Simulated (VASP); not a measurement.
Runs of VASP 6.6.1 on RuS. The structure is that of space group F-43m (No. 216), or close to it. The cells are those of the table. 

```tsv
cell	gap on the mesh (eV)	pressure (GPa)
a = 3.750 Å, angles 60.0°, 2 atoms	none	-7.5
a = 3.678 Å, angles 60.0°, 2 atoms	none	(a)
a = 3.884 Å, angles 60.0°, 2 atoms	none	-16.1
a = 3.672 Å, angles 60.0°, 2 atoms	none	0.5
```

Alike in all rows: task single point; level PBE; potentials or basis VASP PAW PBE potentials, release 64 (Ru_pv, S); no spin polarisation; k mesh 10 × 10 × 10; cutoff (eV) 520; smearing gaussian 0.05 eV.

Question: Fill in the values left out.

Answer: (a) -0.2.

A k mesh can miss the band edges, and the runs leave out spin-orbit coupling on Ru.

A gap of «none» marks levels without a gap at the run's occupations.
